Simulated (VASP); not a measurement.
# CaO (Fm-3m) in VASP: single point with PBE

Aim: the single point of CaO with PBE.

All numbers are computed with VASP 6.6.1; they aren't measurements. Logs are shortened: lines on timing, memory, paths and dates and some standing lists are left out, and cuts for length are marked.

### Step 1. The cell of the first run

Symmetry: Fm-3m, No. 225, cubic system. The conventional cell has a = 5.034 Å, b = 5.034 Å, c = 5.034 Å, α = 90.00°, β = 90.00°, γ = 90.00°. Ca (site symmetry m-3m) has 6 O at 2.52 Å within 3.3 Å. O (site symmetry m-3m) has 6 Ca at 2.52 Å within 3.3 Å.

### Step 2. Single point, PBE (Ba replaced by Ca, lengths x 0.917, strained)

Input file INCAR:

```
SYSTEM = CaO
PREC     = Accurate       ! precision mode
ENCUT    = 600            ! plane-wave cutoff, eV
EDIFF    = 1E-6           ! SCF threshold, eV
ISMEAR   = 0              ! smearing method
SIGMA    = 0.02           ! smearing width, eV
LREAL    = .False.        ! projectors in reciprocal space
LASPH    = .True.         ! aspherical terms in the spheres
NELM     = 120            ! most SCF steps
ALGO     = Normal         ! electronic algorithm
ISIF     = 2              ! what is computed and relaxed
LWAVE    = .False.        ! write WAVECAR
LCHARG   = .False.        ! write CHGCAR
GGA      = PE             ! functional
NBANDS   = 15             ! bands
GGA_COMPAT= .False.
```

Input file KPOINTS:

```
regular mesh
0
Gamma
  8 8 8
  0 0 0
```

Input file POSCAR:

```
CaO
1.0
    0.0000000000      2.5170132669      2.5170132669
    2.5170132669      0.0000000000      2.5170132669
    2.5170132669      2.5170132669      0.0000000000
Ca O
1 1
Direct
    0.0000000000      0.0000000000      0.0000000000
    0.5000000000      0.5000000000      0.5000000000
```

Potentials or basis: VASP PAW PBE potentials, release 64 (Ca_sv, O).

On the command line:

```sh
> cat potpaw_PBE.64/Ca_sv/POTCAR potpaw_PBE.64/O/POTCAR > POTCAR
> mpirun -np 1 vasp_std > vasp.out
```

OUTCAR:

```text
SYSTEM = CaO
   PREC = Accurate
   ENCUT = 600
   EDIFF = 1E-6
   ISMEAR = 0
   LREAL = .False.
   LASPH = .True.
   NELM = 120
   ISIF = 2
   GGA = PE

 ion  position               nearest neighbor table
   1  0.000  0.000  0.000-   2 2.52   2 2.52   2 2.52   2 2.52   2 2.52   2 2.52
   2  0.500  0.500  0.500-   1 2.52   1 2.52   1 2.52   1 2.52   1 2.52   1 2.52

  LATTYP: Found a face centered cubic cell.
 ALAT       =     5.0340265338

  Lattice vectors:

 A1 = (   0.0000000000,   2.5170132669,   2.5170132669)
 A2 = (   2.5170132669,   0.0000000000,   2.5170132669)
 A3 = (   2.5170132669,   2.5170132669,   0.0000000000)

Analysis of symmetry for initial positions (statically):
=====================================================================
 Subroutine PRICEL returns:
 Original cell was already a primitive cell.

 Routine SETGRP: Setting up the symmetry group for a
 face centered cubic supercell.

 Subroutine GETGRP returns: Found 48 space group operations
 (whereof 48 operations were pure point group operations)
 out of a pool of 48 trial point group operations.

The static configuration has the point symmetry O_h .

Analysis of symmetry for dynamics (positions and initial velocities):
=====================================================================
 Subroutine PRICEL returns:
 Original cell was already a primitive cell.

 Routine SETGRP: Setting up the symmetry group for a
 face centered cubic supercell.

 Subroutine GETGRP returns: Found 48 space group operations
 (whereof 48 operations were pure point group operations)
 out of a pool of 48 trial point group operations.

The dynamic configuration has the point symmetry O_h .

 Subroutine INISYM returns: Found 48 space group operations
 (whereof 48 operations are pure point group operations),
 and found     1 'primitive' translations

----------------------------------------------------------------------------------------

                                     Primitive cell

  volume of cell :      31.8923

  direct lattice vectors                    reciprocal lattice vectors
     0.000000000  2.517013267  2.517013267    -0.198648138  0.198648138  0.198648138
     2.517013267  0.000000000  2.517013267     0.198648138 -0.198648138  0.198648138
     2.517013267  2.517013267  0.000000000     0.198648138  0.198648138 -0.198648138

  length of vectors
     3.559594299  3.559594299  3.559594299     0.344068669  0.344068669  0.344068669

  position of ions in fractional coordinates (direct lattice)
     0.000000000  0.000000000  0.000000000
     0.500000000  0.500000000  0.500000000

  ion indices of the primitive-cell ions
   primitive index   ion index
                 1           1
                 2           2

----------------------------------------------------------------------------------------

 KPOINTS: regular mesh

Automatic generation of k-mesh.
 Grid dimensions read from file:
 generate k-points for:    8    8    8

 Generating k-lattice:

  Cartesian coordinates                     Fractional coordinates (reciprocal lattice)
    -0.024831017  0.024831017  0.024831017     0.125000000  0.000000000  0.000000000
     0.024831017 -0.024831017  0.024831017     0.000000000  0.125000000  0.000000000
     0.024831017  0.024831017 -0.024831017     0.000000000  0.000000000  0.125000000

  Length of vectors
     0.043008584  0.043008584  0.043008584

  Shift w.r.t. Gamma in fractional coordinates (k-lattice)
     0.000000000  0.000000000  0.000000000

 Subroutine IBZKPT returns following result:
 ===========================================

 Found     29 irreducible k-points:

 Following reciprocal coordinates:
            Coordinates               Weight
  0.000000  0.000000  0.000000      1.000000
  0.125000  0.000000  0.000000      8.000000
  0.250000  0.000000  0.000000      8.000000
  0.375000  0.000000  0.000000      8.000000
  0.500000  0.000000  0.000000      4.000000
  0.125000  0.125000  0.000000      6.000000
[... 16 lines left out ...]
  0.500000  0.250000  0.125000     48.000000
 -0.375000  0.250000  0.125000     24.000000
 [... further k-points ...]
   k-points           NKPTS =     29   k-points in BZ     NKDIM =     29   number of bands    NBANDS=     15
   number of dos      NEDOS =    301   number of ions     NIONS =      2
   total plane-waves  NPLWV =  21952
   dimension x,y,z NGX =    28 NGY =   28 NGZ =   28
   dimension x,y,z NGXF=    56 NGYF=   56 NGZF=   56
   ions per type =               1   1
   NGX,Y,Z   is equivalent  to a cutoff of  13.08, 13.08, 13.08 a.u.
   NGXF,Y,Z  is equivalent  to a cutoff of  26.15, 26.15, 26.15 a.u.
 SYSTEM =  CaO
   PREC   = accura    normal or accurate (medium, high low for compatibility)
   ISTART =      0    job   : 0-new  1-cont  2-samecut
   ICHARG =      2    charge: 1-file 2-atom 10-const
   ISPIN  =      1    spin polarized calculation?
   LNONCOLLINEAR =      F non collinear calculations
   LSORBIT =      F    spin-orbit coupling
   LASPH  =      T    aspherical Exc in radial PAW
   ENCUT  =  600.0 eV  44.10 Ry    6.64 a.u.   7.11  7.11  7.11*2*pi/ulx,y,z
   NELM   =    120;   NELMIN=  2; NELMDL= -5     # of ELM steps
   EDIFF  = 0.1E-05   stopping-criterion for ELM
   LREAL  =      F    real-space projection
   EDIFFG = 0.1E-04   stopping-criterion for IOM
   NSW    =      0    number of steps for IOM
   IBRION =     -1    ionic relax: 0-MD 1-quasi-New 2-CG
   NFREE  =      0    steps in history (QN), initial steepest desc. (CG)
   ISIF   =      2    stress and relaxation
   ISYM   =      2    0-nonsym 1-usesym 2-fastsym
   POTIM  = 0.5000    time-step for ionic-motion
   TEBEG  =    0.0;   TEEND  =   0.0 temperature during run
   PSTRESS=    0.0 pullay stress
   NELECT =      16.0000    total number of electrons
   NUPDOWN=      -1.0000    fix difference up-down
   EMIN   =  10.00;   EMAX   =-10.00  energy-range for DOS
   EFERMI =   0.00;   METHOD = LEGACY
   ISMEAR =     0;   SIGMA  =   0.02  broadening in eV -4-tet -1-fermi 0-gaus
   EFERMI_NEDOS =   21; number of points for ismear=-14 and -15
   IALGO  =     38    algorithm
   IMIX   =      4    mixing-type and parameters
     AMIX     =   0.40;   BMIX     =  1.00
     AMIX_MAG =   1.60;   BMIX_MAG =  1.00
  volume/ion in A,a.u.               =      15.95       107.61
  Fermi-wavevector in a.u.,A,eV,Ry     =   1.300826  2.458205 23.023087  1.692149
  Thomas-Fermi vector in A             =   2.432000
   LORBIT       =      0    0 simple, 1 ext, 2 COOP (PROOUT), +10 PAW based schemes
   GGA     = PE    functional components
   LHFCALC =     F    Hartree Fock is set to
   AEXX    =    0.0000 exact exchange contribution
   IVDW    =     0    specifies the selected vdW correction
   LEPSILON=     F    determine dielectric tensor
   LRPA    =     F    only Hartree local field effects (RPA)
 non-spin polarized calculation
 Gauss-broadening in eV      SIGMA  =   0.02
  energy-cutoff  :      600.00
  volume of cell :       31.89
 maximum number of plane-waves:      1090
   NGX = 15   NGY = 15   NGZ = 15

 number of electron      15.9999998 magnetization

 Free energy of the ion-electron system (eV)
  ---------------------------------------------------
  ext. energy  EPLUGINS =         0.00000000
  ---------------------------------------------------
  free energy    TOTEN  =       -12.69161075 eV

  energy without entropy =      -12.69161075  energy(sigma->0) =      -12.69161075

 E-fermi :   1.8351     XC(G=0):  -9.8194

 val. band max:        1.6205318104   @ k =   0.0000   0.0000   0.0000
 cond. band min:       5.2518321552   @ k =   0.5000   0.5000   0.0000
 fundamental gap:      3.6313003447
 Fermi energy:         1.8351002142

 k-point     1 :       0.0000    0.0000    0.0000
  band No.  band energies     occupation
      1     -36.6160      2.00000
      2     -17.4556      2.00000
      3     -17.4556      2.00000
      4     -17.4556      2.00000
      5     -13.6544      2.00000
      6       1.6205      2.00000
      7       1.6205      2.00000
      8       1.6205      2.00000
      9       5.2987      0.00000
     10       7.4786      0.00000
     11       7.4786      0.00000
     12       7.4786      0.00000
     13       8.7554      0.00000
     14       8.7554      0.00000
     15      15.8217      0.00000

 k-point     2 :       0.1250    0.0000    0.0000
  band No.  band energies     occupation
      1     -36.6081      2.00000
      2     -17.5603      2.00000
      3     -17.4611      2.00000
      4     -17.4611      2.00000
      5     -13.5357      2.00000
      6       1.1255      2.00000
      7       1.4564      2.00000
      8       1.4564      2.00000
      9       5.9563      0.00000
     10       7.4324      0.00000
     11       7.6995      0.00000
     12       7.6995      0.00000
     13       9.0455      0.00000
     14       9.0455      0.00000
     15      16.2415      0.00000

 k-point     3 :       0.2500    0.0000    0.0000
  band No.  band energies     occupation
      1     -36.5889      2.00000
      2     -17.7917      2.00000
      3     -17.4744      2.00000
      4     -17.4744      2.00000
      5     -13.2694      2.00000
      6       0.2403      2.00000
      7       1.0991      2.00000
      8       1.0991      2.00000
      9       7.2620      0.00000
     10       7.5266      0.00000
     11       8.2753      0.00000
     12       8.2753      0.00000
     13       9.7520      0.00000
     14       9.7521      0.00000
     15      16.1193      0.00000
[... 343 lines left out ...]
 k-point    23 :       0.5000    0.2500    0.1250
  band No.  band energies     occupation
      1     -36.5595      2.00000
      2     -17.9124      2.00000
      3     -17.5937      2.00000
      4     -17.5196      2.00000
      5     -13.1206      2.00000
      6      -0.1670      2.00000
      7       0.7311      2.00000
      8       0.8755      2.00000
      9       7.1287      0.00000
     10       8.2961      0.00000
     11       9.2785      0.00000
     12       9.3465      0.00000
     13      10.5025      0.00000
     14      11.4725      0.00000
     15      14.7162      0.00000

 k-point    24 :      -0.3750    0.2500    0.1250
  band No.  band energies     occupation
      1     -36.5532      2.00000
      2     -17.9512      2.00000
      3     -17.6036      2.00000
      4     -17.5344      2.00000
      5     -13.0793      2.00000
      6      -0.2180      2.00000
      7       0.6262      2.00000
      8       0.7454      2.00000
      9       7.8189      0.00000
     10       7.8867      0.00000
     11       9.5507      0.00000
     12       9.5716      0.00000
     13      10.7537      0.00000
     14      12.2367      0.00000
     15      13.7044      0.00000

 [... further k-points ...]

------------------------ aborting loop because EDIFF is reached ----------------------------------------

  FORCE on cell =-STRESS in cart. coord.  units (eV):
  Direction    XX          YY          ZZ          XY          YZ          ZX
  --------------------------------------------------------------------------------------
  -------------------------------------------------------------------------------------
  Total       -1.9358820     -1.9358820     -1.9358820      0.0000000     -0.0000000      0.0000000
  in kB      -97.2529900    -97.2529900    -97.2529900      0.0000000     -0.0000000      0.0000000
  external PRESSURE =     -97.2529900 kB  Pullay stress =       0.0000000 kB

 VOLUME and BASIS-vectors are now :
 -----------------------------------------------------------------------------
  energy-cutoff  :      600.00
  volume of cell :       31.89
      direct lattice vectors                 reciprocal lattice vectors
     0.000000000  2.517013267  2.517013267    -0.198648138  0.198648138  0.198648138
     2.517013267  0.000000000  2.517013267     0.198648138 -0.198648138  0.198648138
     2.517013267  2.517013267  0.000000000     0.198648138  0.198648138 -0.198648138

 POSITION                                       TOTAL-FORCE (eV/Angst)
 -----------------------------------------------------------------------------------
      0.00000      0.00000      0.00000        -0.000000      0.000000      0.000000
      2.51701      2.51701      2.51701         0.000000     -0.000000     -0.000000
 -----------------------------------------------------------------------------------
    total drift:                                0.000000      0.000000      0.000000

  FREE ENERGIE OF THE ION-ELECTRON SYSTEM (eV)
  ---------------------------------------------------
  free  energy   TOTEN  =       -12.6916107537 eV

  energy  without entropy=      -12.6916107537  energy(sigma->0) =      -12.69161075
```

Run time: 7 s. Hardware: 1 thread of Intel Xeon 6975P-C (Granite Rapids), shared host; peak memory 0.16 GiB.

What came out:

- Free energy: -12.6916 eV
- Pressure: -9.7 GPa
- Band gap on the k mesh: 3.63 eV, indirect (least direct gap 3.68 eV)

Caveat: the cell differs from its parent crystal (Ba replaced by Ca, lengths x 0.917, strained). A k mesh can miss the band edges.
